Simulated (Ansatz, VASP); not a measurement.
Two plane-wave programs on WS2

Contents of INCAR:

```
PREC = Accurate ; ENCUT = 520
EDIFF = 1E-6 ; ISMEAR = 0
SIGMA = 0.05 ; LREAL = False
LASPH = True ; NELM = 80
ALGO = Normal ; ISIF = 2
LWAVE = False ; LCHARG = False
LDIPOL = True ; IDIPOL = 3
DIPOL = 0.5 0.5 0.394 ; GGA = PE
IVDW = 12 ; NBANDS = 35
```

The input KPOINTS:

```
Automatic mesh
0
Gamma
  9 9 1
```

Contents of POSCAR:

```
WS2
1.0
    3.1595457497      0.0000000000      0.0000000000
   -1.5797728749      2.7362468836      0.0000000000
    0.0000000000      0.0000000000     23.8042575719
S W
4 2
Direct
    0.3333333333      0.6666666667      0.1890418126
    0.3333333333      0.6666666667      0.3214605103
    0.3333333333      0.6666666667      0.4659724737
    0.3333333333      0.6666666667      0.5983911714
    0.6666666667      0.3333333333      0.2552511581
    0.6666666667      0.3333333333      0.5321818192
```

Input for Ansatz:

```yaml
crystal:
  lattice:
    - [3.1595457497, 0.0, 0.0]
    - [-1.5797728749, 2.7362468836, 0.0]
    - [0.0, 0.0, 23.8042575719]
  atoms:
    - { symbol: S, position: [0.3333333333, 0.6666666667, 0.1890418126] }
    - { symbol: W, position: [0.6666666667, 0.3333333333, 0.2552511581] }
    - { symbol: S, position: [0.3333333333, 0.6666666667, 0.3214605103] }
    - { symbol: S, position: [0.3333333333, 0.6666666667, 0.4659724737] }
    - { symbol: W, position: [0.6666666667, 0.3333333333, 0.5321818192] }
    - { symbol: S, position: [0.3333333333, 0.6666666667, 0.5983911714] }
basis:
  ecutwfc: 420
kpoints:
  mp_grid: { grid: [9, 9, 1] }
hamiltonian:
  xc: pbe
  pseudopotentials: { kind: paw, azcp: { folder: soft_1 } }
  dispersion: d3bj
scf:
  occupations: { method: gaussian, width: 0.05 }
output:
  forces: true
  eigenvalues: true
efield:
  axis: 3
  dipole_correction: true
  ramp_width: 0.04
```

Alike in both runs: task single point; functional PBE; dispersion D3(BJ); k mesh 9 × 9 × 1; occupations gaussian, width 0.05 eV; no spin polarisation.

|  | VASP | Ansatz |
| --- | --- | --- |
| version | VASP 6.6.1 | Ansatz 0.2.0 |
| potentials or method | VASP PAW PBE potentials, release 64 (S, W_sv), cutoff 520 eV | scalar-relativistic, plane waves, PAW |
| valence electrons in the cell | 52 | 52 |

Ansatz gave:

| Quantity | Value |
| --- | --- |
| gap on the k mesh at the Fermi level (eV) | 1.69 |
| least direct gap on the mesh (eV) | 1.90 |
| rms of the force components (eV/Å) | 0.025 |

Task: Which values does VASP return?

Result: gap on the k mesh at the Fermi level (eV): 1.70; least direct gap on the mesh (eV): 1.90; rms of the force components (eV/Å): 0.024.

Neither program's run includes spin-orbit coupling.
